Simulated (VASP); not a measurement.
# Pt (R-3m) in VASP: single point with PBEsol

Aim: the single point of Pt with PBEsol.

Program: VASP 6.6.1. These are calculated values, not measurements. Logs are shortened: lines on timing, memory, paths and dates and some standing lists are left out, and cuts for length are marked.

## (1) The cell of the first run

It takes space group R-3m (No. 166, trigonal). The conventional cell has a = 2.742 Å, b = 2.742 Å, c = 20.863 Å, α = 90.00°, β = 90.00°, γ = 120.00°. Within 3.6 Å of Pt (site symmetry -3m) lie 12 Pt at 2.74 to 2.80 Å. Pt (site symmetry 3m) has 12 Pt at 2.74 to 2.82 Å within 3.6 Å.

## (2) Single point, PBEsol

Input file INCAR:

```
SYSTEM = Pt
ALGO = Fast
EDIFF = 1E-6
ENCUT = 520
GGA = PS
ISIF = 2
ISMEAR = 0
LASPH = .TRUE.
LCHARG = .FALSE.
LREAL = .FALSE.
LWAVE = .FALSE.
NBANDS = 55
NELM = 60
PREC = Accurate
SIGMA = 0.1
```

Input file KPOINTS:

```
k-points
0
G
  18 18 3
  0 0 0
```

Input file POSCAR:

```
Pt
1.0
    2.7420150314      0.0000000000      0.0000000000
   -1.3710075157      2.3746546747      0.0000000000
    0.0000000000      0.0000000000     20.8634384605
Pt
9
Direct
    0.0000000000      0.0000000000      0.0000000000
    0.3333333333      0.6666666667      0.1106499337
    0.0000000000      0.0000000000      0.2226833997
    0.3333333333      0.6666666667      0.3333333333
    0.6666666667      0.3333333333      0.4439832670
    0.3333333333      0.6666666667      0.5560167330
    0.6666666667      0.3333333333      0.6666666667
    0.0000000000      0.0000000000      0.7773166003
    0.6666666667      0.3333333333      0.8893500663
```

Potentials or basis: VASP PAW PBE potentials, release 64 (Pt).

On the command line:

```console
$ cat potpaw_PBE.64/Pt/POTCAR > POTCAR
$ mpirun -np 1 vasp_std > vasp.out
```

OUTCAR:

```text
SYSTEM = Pt
   EDIFF = 1E-6
   ENCUT = 520
   GGA = PS
   ISIF = 2
   ISMEAR = 0
   LASPH = .TRUE.
   LREAL = .FALSE.
   NELM = 60
   PREC = Accurate

 ion  position               nearest neighbor table
   1  0.000  0.000  0.000-   2 2.80   9 2.80   2 2.80   9 2.80   9 2.80   2 2.80
   2  0.333  0.667  0.111-   1 2.80   1 2.80   1 2.80   3 2.82   3 2.82   3 2.82
   3  0.000  0.000  0.223-   4 2.80   4 2.80   4 2.80   2 2.82   2 2.82   2 2.82
   4  0.333  0.667  0.333-   3 2.80   3 2.80   3 2.80   5 2.80   5 2.80   5 2.80
   5  0.667  0.333  0.444-   4 2.80   4 2.80   4 2.80   6 2.82   6 2.82   6 2.82
   6  0.333  0.667  0.556-   7 2.80   7 2.80   7 2.80   5 2.82   5 2.82   5 2.82
   7  0.667  0.333  0.667-   8 2.80   8 2.80   8 2.80   6 2.80   6 2.80   6 2.80
   8  0.000  0.000  0.777-   7 2.80   7 2.80   7 2.80   9 2.82   9 2.82   9 2.82
   9  0.667  0.333  0.889-   1 2.80   1 2.80   1 2.80   8 2.82   8 2.82   8 2.82

  LATTYP: Found a hexagonal cell.
 ALAT       =     2.7420150314
 C/A-ratio  =     7.6087979904

  Lattice vectors:

 A1 = (   2.7420150314,   0.0000000000,   0.0000000000)
 A2 = (  -1.3710075157,   2.3746546747,   0.0000000000)
 A3 = (   0.0000000000,   0.0000000000,  20.8634384605)

Analysis of symmetry for initial positions (statically):
=====================================================================
 Subroutine PRICEL returns following result:

  LATTYP: Found a trigonal (rhomboedric) cell.
 ALAT       =     7.1323909315
 COS(alpha) =     0.9261008593

  Lattice vectors:

 A1 = (  -1.3710075156,   0.7915515582,  -6.9544794861)
 A2 = (   1.3710075154,   0.7915515584,  -6.9544794882)
 A3 = (   0.0000000001,  -1.5831031165,  -6.9544794861)

   3 primitive cells build up your supercell.

 Routine SETGRP: Setting up the symmetry group for a
 hexagonal supercell.

 Subroutine GETGRP returns: Found 12 space group operations
 (whereof 12 operations were pure point group operations)
 out of a pool of 24 trial point group operations.

The static configuration has the point symmetry D_3d.

Analysis of symmetry for dynamics (positions and initial velocities):
=====================================================================
 Subroutine PRICEL returns following result:

  LATTYP: Found a trigonal (rhomboedric) cell.
 ALAT       =     7.1323909315
 COS(alpha) =     0.9261008593

  Lattice vectors:

 A1 = (  -1.3710075156,   0.7915515582,  -6.9544794861)
 A2 = (   1.3710075154,   0.7915515584,  -6.9544794882)
 A3 = (   0.0000000001,  -1.5831031165,  -6.9544794861)

   3 primitive cells build up your supercell.

 Routine SETGRP: Setting up the symmetry group for a
 hexagonal supercell.

 Subroutine GETGRP returns: Found 12 space group operations
 (whereof 12 operations were pure point group operations)
 out of a pool of 24 trial point group operations.

The dynamic configuration has the point symmetry D_3d.

 Subroutine INISYM returns: Found 12 space group operations
 (whereof 12 operations are pure point group operations),
 and found     3 'primitive' translations

----------------------------------------------------------------------------------------

                                     Primitive cell

  volume of cell :      45.2830

  direct lattice vectors                    reciprocal lattice vectors
    -1.371007516  0.791551558 -6.954479486    -0.364695302  0.210556931 -0.047930738
     1.371007515  0.791551558 -6.954479488     0.364695302  0.210556931 -0.047930738
     0.000000000 -1.583103117 -6.954479486     0.000000000 -0.421113862 -0.047930738

  length of vectors
     7.132390932  7.132390934  7.132390932     0.423832797  0.423832797  0.423832797

  position of ions in fractional coordinates (direct lattice)
     0.000000000  0.000000000  0.000000000
     0.222683400  0.222683400  0.222683400
     0.777316600  0.777316600  0.777316600

  ion indices of the primitive-cell ions
   primitive index   ion index
                 1           1
                 2           8
                 3           3

----------------------------------------------------------------------------------------

 KPOINTS: k-points

Automatic generation of k-mesh.
 Grid dimensions read from file:
 generate k-points for:   18   18    3

 Generating k-lattice:

  Cartesian coordinates                     Fractional coordinates (reciprocal lattice)
     0.020260850  0.011697607  0.000000000     0.055555556  0.000000000  0.000000000
     0.000000000  0.023395215  0.000000000     0.000000000  0.055555556  0.000000000
     0.000000000  0.000000000  0.015976913     0.000000000  0.000000000  0.333333333

  Length of vectors
     0.023395215  0.023395215  0.015976913

  Shift w.r.t. Gamma in fractional coordinates (k-lattice)
     0.000000000  0.000000000  0.000000000

 Subroutine IBZKPT returns following result:
 ===========================================

 Found    101 irreducible k-points:

 Following reciprocal coordinates:
            Coordinates               Weight
  0.000000  0.000000  0.000000      1.000000
  0.055556  0.000000  0.000000      6.000000
  0.111111  0.000000  0.000000      6.000000
  0.166667 -0.000000  0.000000      6.000000
  0.222222 -0.000000  0.000000      6.000000
  0.277778  0.000000  0.000000      6.000000
[... 16 lines left out ...]
  0.333333  0.111111  0.000000     12.000000
  0.388889  0.111111  0.000000     12.000000
 [... further k-points ...]
   k-points           NKPTS =    101   k-points in BZ     NKDIM =    101   number of bands    NBANDS=     55
   number of dos      NEDOS =    301   number of ions     NIONS =      9
   total plane-waves  NPLWV =  64000
   dimension x,y,z NGX =    20 NGY =   20 NGZ =  160
   dimension x,y,z NGXF=    40 NGYF=   40 NGZF=  320
   ions per type =               9
   NGX,Y,Z   is equivalent  to a cutoff of  12.13, 12.13, 12.75 a.u.
   NGXF,Y,Z  is equivalent  to a cutoff of  24.25, 24.25, 25.50 a.u.
 SYSTEM =  Pt
   PREC   = accura    normal or accurate (medium, high low for compatibility)
   ISTART =      0    job   : 0-new  1-cont  2-samecut
   ICHARG =      2    charge: 1-file 2-atom 10-const
   ISPIN  =      1    spin polarized calculation?
   LNONCOLLINEAR =      F non collinear calculations
   LSORBIT =      F    spin-orbit coupling
   LASPH  =      T    aspherical Exc in radial PAW
   ENCUT  =  520.0 eV  38.22 Ry    6.18 a.u.   5.10  5.10 38.79*2*pi/ulx,y,z
   NELM   =     60;   NELMIN=  2; NELMDL= -5     # of ELM steps
   EDIFF  = 0.1E-05   stopping-criterion for ELM
   LREAL  =      F    real-space projection
   EDIFFG = 0.1E-04   stopping-criterion for IOM
   NSW    =      0    number of steps for IOM
   IBRION =     -1    ionic relax: 0-MD 1-quasi-New 2-CG
   NFREE  =      0    steps in history (QN), initial steepest desc. (CG)
   ISIF   =      2    stress and relaxation
   ISYM   =      2    0-nonsym 1-usesym 2-fastsym
   POTIM  = 0.5000    time-step for ionic-motion
   TEBEG  =    0.0;   TEEND  =   0.0 temperature during run
   PSTRESS=    0.0 pullay stress
   NELECT =      90.0000    total number of electrons
   NUPDOWN=      -1.0000    fix difference up-down
   EMIN   =  10.00;   EMAX   =-10.00  energy-range for DOS
   EFERMI =   0.00;   METHOD = LEGACY
   ISMEAR =     0;   SIGMA  =   0.10  broadening in eV -4-tet -1-fermi 0-gaus
   EFERMI_NEDOS =   21; number of points for ismear=-14 and -15
   IALGO  =     68    algorithm
   IMIX   =      4    mixing-type and parameters
     AMIX     =   0.40;   BMIX     =  1.00
     AMIX_MAG =   1.60;   BMIX_MAG =  1.00
  volume/ion in A,a.u.               =      15.09       101.86
  Fermi-wavevector in a.u.,A,eV,Ry     =   1.427152  2.696926 27.711846  2.036763
  Thomas-Fermi vector in A             =   2.547352
   LORBIT       =      0    0 simple, 1 ext, 2 COOP (PROOUT), +10 PAW based schemes
   GGA     = PS    functional components
   LHFCALC =     F    Hartree Fock is set to
   AEXX    =    0.0000 exact exchange contribution
   IVDW    =     0    specifies the selected vdW correction
   LEPSILON=     F    determine dielectric tensor
   LRPA    =     F    only Hartree local field effects (RPA)
 non-spin polarized calculation
 RMM-DIIS sequential band-by-band and
 Gauss-broadening in eV      SIGMA  =   0.10
  energy-cutoff  :      520.00
  volume of cell :      135.85
 maximum number of plane-waves:      3683
   NGX = 11   NGY = 11   NGZ = 77

 number of electron      90.0000002 magnetization

 Free energy of the ion-electron system (eV)
  ---------------------------------------------------
  ext. energy  EPLUGINS =         0.00000000
  ---------------------------------------------------
  free energy    TOTEN  =       -62.32013152 eV

  energy without entropy =      -62.23512159  energy(sigma->0) =      -62.27762655

 E-fermi :  11.0865     XC(G=0): -13.6211

 val. band max:       11.0855218416   @ k =   0.2222  -0.0000   0.3333
 cond. band min:      11.0867909854   @ k =   0.3889   0.0000   0.3333
 fundamental gap:      0.0012691438
 Fermi energy:        11.0865493987

 k-point     1 :       0.0000    0.0000    0.0000
  band No.  band energies     occupation
      1       0.7912      2.00000
      2       1.2448      2.00000
      3       1.2448      2.00000
      4       2.3910      2.00000
      5       2.3910      2.00000
      6       3.3634      2.00000
[... 47 lines left out ...]
     54      10.8580      1.99877
     55      17.0729      0.00000

 k-point     2 :       0.0556    0.0000    0.0000
  band No.  band energies     occupation
      1       0.9056      2.00000
      2       1.3564      2.00000
      3       1.3567      2.00000
      4       2.5006      2.00000
      5       2.5009      2.00000
      6       3.4763      2.00000
[... 47 lines left out ...]
     54      11.4769      0.00000
     55      17.0819      0.00000
[... 1216 lines left out ...]
     54      16.6020      0.00000
     55      18.0140      0.00000

 k-point    24 :       0.3889    0.1111    0.0000
  band No.  band energies     occupation
      1       4.1723      2.00000
      2       4.1998      2.00000
      3       4.2525      2.00000
      4       4.4335      2.00000
      5       4.5431      2.00000
      6       4.5712      2.00000
[... 47 lines left out ...]
     54      16.1603      0.00000
     55      17.3151      0.00000

 [... further k-points ...]
[... 5 lines left out ...]
  --------------------------------------------------------------------------------------
  -------------------------------------------------------------------------------------
  Total       -0.0702262     -0.0702262     -0.1932748      0.0000000     -0.0000000      0.0000000
  in kB       -0.8282351     -0.8282351     -2.2794472      0.0000000     -0.0000000      0.0000000
  external PRESSURE =      -1.3119725 kB  Pullay stress =       0.0000000 kB

 VOLUME and BASIS-vectors are now :
 -----------------------------------------------------------------------------
  energy-cutoff  :      520.00
  volume of cell :      135.85
      direct lattice vectors                 reciprocal lattice vectors
     2.742015031  0.000000000  0.000000000     0.364695302  0.210556931  0.000000000
    -1.371007516  2.374654675  0.000000000     0.000000000  0.421113862  0.000000000
     0.000000000  0.000000000 20.863438460     0.000000000  0.000000000  0.047930738

 POSITION                                       TOTAL-FORCE (eV/Angst)
 -----------------------------------------------------------------------------------
      0.00000      0.00000      0.00000        -0.000000      0.000000     -0.000000
     -0.00000      1.58310      2.30854        -0.000000     -0.000000     -0.000784
      0.00000      0.00000      4.64594         0.000000      0.000000      0.000784
     -0.00000      1.58310      6.95448        -0.000000      0.000000     -0.000000
      1.37101      0.79155      9.26302        -0.000000     -0.000000     -0.000784
     -0.00000      1.58310     11.60042         0.000000      0.000000      0.000784
      1.37101      0.79155     13.90896         0.000000      0.000000     -0.000000
      0.00000      0.00000     16.21750        -0.000000     -0.000000     -0.000784
      1.37101      0.79155     18.55490         0.000000      0.000000      0.000784
 -----------------------------------------------------------------------------------
    total drift:                               -0.000000      0.000000     -0.000000

  FREE ENERGIE OF THE ION-ELECTRON SYSTEM (eV)
  ---------------------------------------------------
  free  energy   TOTEN  =       -62.3201315155 eV

  energy  without entropy=      -62.2351215943  energy(sigma->0) =      -62.27762655
```

Wall time 13 min (1 thread of Intel Xeon Platinum 8488C (Sapphire Rapids), shared host); peak memory 0.6 GiB.

What came out:

```
Free energy            : -62.3201 eV
Pressure               : -0.1 GPa
Band gap on the k mesh : zero (bands 45 and 46 overlap by 1.61 eV)
```

Levels at points of the mesh, in eV from the Fermi level:
```
           k point  band 43  band 44  band 45  band 46  band 47  band 48
(0.00, 0.00, 0.00)    -1.17    -1.17    -1.17    -1.17    -0.75    -0.75
(0.50, 0.00, 0.00)     0.35     0.40     0.40     0.44     1.31     1.31
```

Caveat: the PAW data sets were made with another functional, which shifts forces and pressure a little; spin-orbit coupling is left out, which moves the levels of the heavy elements.
